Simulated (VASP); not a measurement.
# C (Pm-3n) in VASP: relaxation of cell and atoms with PBE

Aim: the relaxation of cell and atoms of C with PBE.

All numbers are computed with VASP 6.6.1; they aren't measurements. Logs are shortened: lines on timing, memory, paths and dates and some standing lists are left out, and cuts for length are marked.

## Step 1: The cell of the first run

Symmetry: Pm-3n, No. 223, cubic system. The conventional cell has a = 3.858 Å, b = 3.858 Å, c = 3.858 Å, α = 90.00°, β = 90.00°, γ = 90.00°. C (site symmetry m-3) has 12 C at 2.16 Å within 2.9 Å. C (site symmetry -4m2) has 14 C at 1.93 to 2.36 Å within 2.6 Å.

## Step 2: Relaxation of cell and atoms, PBE

The input, INCAR:

```
SYSTEM = C
PREC = Accurate
ENCUT = 600
EDIFF = 1E-7
ISMEAR = 0
SIGMA = 0.1
LREAL = .False.
LASPH = .True.
NELM = 80
ALGO = Normal
ISIF = 3
LWAVE = .False.
LCHARG = .False.
GGA = PE
IBRION = 2
NSW = 100
EDIFFG = -0.01
```

The input, KPOINTS:

```
Automatic mesh
0
Gamma
  10 10 10
  0 0 0
```

The input, POSCAR:

```
C
1.0
    3.8576502482      0.0000000000      0.0000000000
    0.0000000000      3.8576502482      0.0000000000
    0.0000000000      0.0000000000      3.8576502482
C
8
Direct
    0.5000000000      0.5000000000      0.5000000000
    0.0000000000      0.0000000000      0.0000000000
    0.2500000000      0.0000000000      0.5000000000
    0.5000000000      0.2500000000      0.0000000000
    0.5000000000      0.7500000000      0.0000000000
    0.7500000000      0.0000000000      0.5000000000
    0.0000000000      0.5000000000      0.7500000000
    0.0000000000      0.5000000000      0.2500000000
```

Potentials or basis: VASP PAW PBE potentials, release 64 (C).

Command:

```console
$ cat potpaw_PBE.64/C/POTCAR > POTCAR
$ mpirun -np 1 vasp_std > vasp.out
```

OUTCAR:

```text
SYSTEM = C
   PREC = Accurate
   ENCUT = 600
   EDIFF = 1E-7
   ISMEAR = 0
   LREAL = .False.
   LASPH = .True.
   NELM = 80
   ISIF = 3
   GGA = PE
   IBRION = 2
   NSW = 100
   EDIFFG = -0.01

 ion  position               nearest neighbor table
   1  0.500  0.500  0.500-
   2  0.000  0.000  0.000-
   3  0.250  0.000  0.500-   6 1.93   6 1.93
   4  0.500  0.250  0.000-   5 1.93   5 1.93
   5  0.500  0.750  0.000-   4 1.93   4 1.93
   6  0.750  0.000  0.500-   3 1.93   3 1.93
   7  0.000  0.500  0.750-   8 1.93   8 1.93
   8  0.000  0.500  0.250-   7 1.93   7 1.93

  LATTYP: Found a simple cubic cell.
 ALAT       =     3.8576502482

  Lattice vectors:

 A1 = (   3.8576502482,   0.0000000000,   0.0000000000)
 A2 = (   0.0000000000,   3.8576502482,   0.0000000000)
 A3 = (   0.0000000000,   0.0000000000,   3.8576502482)

Analysis of symmetry for initial positions (statically):
=====================================================================
 Subroutine PRICEL returns:
 Original cell was already a primitive cell.

 Routine SETGRP: Setting up the symmetry group for a
 simple cubic supercell.

 Subroutine GETGRP returns: Found 48 space group operations
 (whereof 24 operations were pure point group operations)
 out of a pool of 48 trial point group operations.

The static configuration has the point symmetry T_h .
 The point group associated with its full space group is O_h .

Analysis of symmetry for dynamics (positions and initial velocities):
=====================================================================
 Subroutine PRICEL returns:
 Original cell was already a primitive cell.

 Routine SETGRP: Setting up the symmetry group for a
 simple cubic supercell.

 Subroutine GETGRP returns: Found 48 space group operations
 (whereof 24 operations were pure point group operations)
 out of a pool of 48 trial point group operations.

The dynamic configuration has the point symmetry T_h .
 The point group associated with its full space group is O_h .

 Subroutine INISYM returns: Found 48 space group operations
 (whereof 24 operations are pure point group operations),
 and found     1 'primitive' translations

----------------------------------------------------------------------------------------

                                     Primitive cell

  volume of cell :      57.4075

  direct lattice vectors                    reciprocal lattice vectors
     3.857650248  0.000000000  0.000000000     0.259225159  0.000000000  0.000000000
     0.000000000  3.857650248  0.000000000     0.000000000  0.259225159  0.000000000
     0.000000000  0.000000000  3.857650248     0.000000000  0.000000000  0.259225159

  length of vectors
     3.857650248  3.857650248  3.857650248     0.259225159  0.259225159  0.259225159

  position of ions in fractional coordinates (direct lattice)
     0.500000000  0.500000000  0.500000000
     0.000000000  0.000000000  0.000000000
     0.250000000  0.000000000  0.500000000
     0.500000000  0.250000000  0.000000000
     0.500000000  0.750000000  0.000000000
     0.750000000  0.000000000  0.500000000
     0.000000000  0.500000000  0.750000000
     0.000000000  0.500000000  0.250000000

  ion indices of the primitive-cell ions
   primitive index   ion index
                 1           1
                 2           2
                 3           3
                 4           4
                 5           5
                 6           6
                 7           7
                 8           8

[... 84 lines left out ...]
   EMIN   =  10.00;   EMAX   =-10.00  energy-range for DOS
   EFERMI =   0.00;   METHOD = LEGACY
   ISMEAR =     0;   SIGMA  =   0.10  broadening in eV -4-tet -1-fermi 0-gaus
   EFERMI_NEDOS =   21; number of points for ismear=-14 and -15
   IALGO  =     38    algorithm
   IMIX   =      4    mixing-type and parameters
     AMIX     =   0.40;   BMIX     =  1.00
     AMIX_MAG =   1.60;   BMIX_MAG =  1.00
  volume/ion in A,a.u.               =       7.18        48.43
  Fermi-wavevector in a.u.,A,eV,Ry     =   1.347313  2.546053 24.698023  1.815253
  Thomas-Fermi vector in A             =   2.475074
   LORBIT       =      0    0 simple, 1 ext, 2 COOP (PROOUT), +10 PAW based schemes
   GGA     = PE    functional components
   LHFCALC =     F    Hartree Fock is set to
   AEXX    =    0.0000 exact exchange contribution
   IVDW    =     0    specifies the selected vdW correction
   LEPSILON=     F    determine dielectric tensor
   LRPA    =     F    only Hartree local field effects (RPA)
 conjugate gradient relaxation of ions
 non-spin polarized calculation
 Gauss-broadening in eV      SIGMA  =   0.10
  energy-cutoff  :      600.00
  volume of cell :       57.41
 maximum number of plane-waves:      1936
 NGX is ok and might be reduce to    32
   NGX = 15   NGY = 15   NGZ = 15

--------------------------------------- Ionic step        1  -------------------------------------------

 number of electron      32.0000000 magnetization

 Free energy of the ion-electron system (eV)
  ---------------------------------------------------
  ext. energy  EPLUGINS =         0.00000000
  ---------------------------------------------------
  free energy    TOTEN  =       -37.41289685 eV

  energy without entropy =      -37.40004923  energy(sigma->0) =      -37.40647304

------------------------ aborting loop because EDIFF is reached ----------------------------------------

  FORCE on cell =-STRESS in cart. coord.  units (eV):
  Direction    XX          YY          ZZ          XY          YZ          ZX
  --------------------------------------------------------------------------------------
  -------------------------------------------------------------------------------------
  Total        0.7839005      0.7839005      0.7839005     -0.0000000     -0.0000000     -0.0000000
  in kB       21.8777647     21.8777647     21.8777647     -0.0000000     -0.0000000     -0.0000000
  external PRESSURE =      21.8777647 kB  Pullay stress =       0.0000000 kB

 VOLUME and BASIS-vectors are now :
 -----------------------------------------------------------------------------
  energy-cutoff  :      600.00
  volume of cell :       57.41
      direct lattice vectors                 reciprocal lattice vectors
     3.857650248  0.000000000  0.000000000     0.259225159  0.000000000  0.000000000
     0.000000000  3.857650248  0.000000000     0.000000000  0.259225159  0.000000000
     0.000000000  0.000000000  3.857650248     0.000000000  0.000000000  0.259225159

 POSITION                                       TOTAL-FORCE (eV/Angst)
 -----------------------------------------------------------------------------------
      1.92883      1.92883      1.92883         0.000000     -0.000000      0.000000
      0.00000      0.00000      0.00000         0.000000     -0.000000      0.000000
      0.96441      0.00000      1.92883         0.000000     -0.000000     -0.000000
      1.92883      0.96441      0.00000         0.000000      0.000000     -0.000000
      1.92883      2.89324      0.00000         0.000000     -0.000000      0.000000
      2.89324      0.00000      1.92883        -0.000000      0.000000      0.000000
      0.00000      1.92883      2.89324         0.000000     -0.000000      0.000000
      0.00000      1.92883      0.96441        -0.000000     -0.000000      0.000000
 -----------------------------------------------------------------------------------
    total drift:                                0.000000     -0.000000      0.000000

  FREE ENERGIE OF THE ION-ELECTRON SYSTEM (eV)
  ---------------------------------------------------
  free  energy   TOTEN  =       -37.4128968464 eV

  energy  without entropy=      -37.4000492325  energy(sigma->0) =      -37.40647304

--------------------------------------- Ionic step        2  -------------------------------------------

 number of electron      32.0000000 magnetization

 Free energy of the ion-electron system (eV)
  ---------------------------------------------------
  ext. energy  EPLUGINS =         0.00000000
  ---------------------------------------------------
  free energy    TOTEN  =       -37.41838159 eV

  energy without entropy =      -37.40540716  energy(sigma->0) =      -37.41189437

 E-fermi :   7.6257     XC(G=0): -12.6960

 val. band max:        7.6161680780   @ k =   0.3000   0.3000   0.2000
 cond. band min:       7.6460469115   @ k =   0.4000   0.0000   0.0000
 fundamental gap:      0.0298788335
 Fermi energy:         7.6257488301

 k-point     1 :       0.0000    0.0000    0.0000
  band No.  band energies     occupation
      1     -11.1825      2.00000
      2      -3.6812      2.00000
      3      -3.6812      2.00000
      4      -3.5858      2.00000
      5      -2.2244      2.00000
      6      -2.2244      2.00000
[... 565 lines left out ...]
     20       8.9982      0.00000
     21      10.2037      0.00000

 [... further k-points ...]

------------------------ aborting loop because EDIFF is reached ----------------------------------------

  FORCE on cell =-STRESS in cart. coord.  units (eV):
  Direction    XX          YY          ZZ          XY          YZ          ZX
  --------------------------------------------------------------------------------------
  -------------------------------------------------------------------------------------
  Total       -0.0077785     -0.0077785     -0.0077785      0.0000000      0.0000000      0.0000000
  in kB       -0.2140398     -0.2140398     -0.2140398      0.0000000      0.0000000      0.0000000
  external PRESSURE =      -0.2140398 kB  Pullay stress =       0.0000000 kB

 VOLUME and BASIS-vectors are now :
 -----------------------------------------------------------------------------
  energy-cutoff  :      600.00
  volume of cell :       58.23
      direct lattice vectors                 reciprocal lattice vectors
     3.875886055  0.000000000 -0.000000000     0.258005521  0.000000000  0.000000000
    -0.000000000  3.875886055  0.000000000     0.000000000  0.258005521  0.000000000
    -0.000000000 -0.000000000  3.875886055     0.000000000 -0.000000000  0.258005521

 POSITION                                       TOTAL-FORCE (eV/Angst)
 -----------------------------------------------------------------------------------
      1.93794      1.93794      1.93794         0.000000     -0.000000      0.000000
     -0.00000      3.87589      0.00000         0.000000     -0.000000      0.000000
      0.96897      3.87589      1.93794        -0.000000      0.000000     -0.000000
      1.93794      0.96897      3.87589         0.000000     -0.000000      0.000000
      1.93794      2.90691      0.00000        -0.000000      0.000000     -0.000000
      2.90691     -0.00000      1.93794         0.000000     -0.000000      0.000000
     -0.00000      1.93794      2.90691        -0.000000      0.000000     -0.000000
      3.87589      1.93794      0.96897        -0.000000     -0.000000      0.000000
 -----------------------------------------------------------------------------------
    total drift:                                0.000000     -0.000000     -0.000000

  FREE ENERGIE OF THE ION-ELECTRON SYSTEM (eV)
  ---------------------------------------------------
  free  energy   TOTEN  =       -37.4183815874 eV

  energy  without entropy=      -37.4054071604  energy(sigma->0) =      -37.41189437

 reached required accuracy - stopping structural energy minimisation
```

Wall time 2.2 min (1 thread of Intel Xeon 8259CL, shared host); peak memory 0.2 GiB.

What came out:

* Free energy: -37.4184 eV
* Relaxed volume: 7.28 Å³/atom
* Relaxed cell: a = 3.876 Å, b = 3.876 Å, c = 3.876 Å, α = 90.00°, β = 90.00°, γ = 90.00°
* Space group after relaxing (to 0.1 Å): Pm-3n (No. 223)
* Energy gained by relaxing: 0.7 meV/atom
* Ionic steps: 2
* Pressure after relaxing: 0.0 GPa
* Band gap on the k mesh: zero (bands 16 and 17 overlap by 3.05 eV)

Step by step:
| step | energy change (eV) | largest force (eV/Å) | pressure (GPa) | volume (Å³) |
| --- | --- | --- | --- | --- |
| 1 | 0.0000 | 0.0000 | 2.19 | 57.41 |
| 2 | -0.0055 | 0.0000 | -0.02 | 58.23 |

Final structure:
```
C
1.0
     3.87589    0.00000    0.00000
     0.00000    3.87589    0.00000
     0.00000    0.00000    3.87589
C
8
Direct
  0.50000 0.50000 0.50000
  0.00000 0.00000 0.00000
  0.25000 0.00000 0.50000
  0.50000 0.25000 0.00000
  0.50000 0.75000 0.00000
  0.75000 0.00000 0.50000
  0.00000 0.50000 0.75000
  0.00000 0.50000 0.25000
```

Levels at points of the mesh, in eV from the Fermi level:
| k point | band 12 | band 13 | band 14 | band 15 | band 16 | band 17 | band 18 | band 19 | band 20 | band 21 |
| --- | --- | --- | --- | --- | --- | --- | --- | --- | --- | --- |
| (0.00, 0.00, 0.00) | -3.16 | -3.16 | -2.97 | -2.97 | -2.97 | -0.93 | -0.93 | -0.93 | -0.51 | 2.92 |
| (0.50, 0.00, 0.00) | -3.36 | -2.04 | -2.04 | -1.06 | -1.06 | -0.25 | -0.25 | 0.66 | 0.66 | 2.73 |
| (0.50, 0.50, 0.00) | -4.89 | -0.49 | -0.31 | 0.45 | 0.45 | 0.60 | 0.60 | 1.20 | 1.62 | 2.49 |
| (0.50, 0.50, 0.50) | 0.49 | 0.49 | 0.49 | 1.55 | 1.55 | 2.04 | 2.04 | 2.04 | 2.04 | 2.28 |

The gap in the log of VASP goes by the Fermi energy; the results here count the filled bands.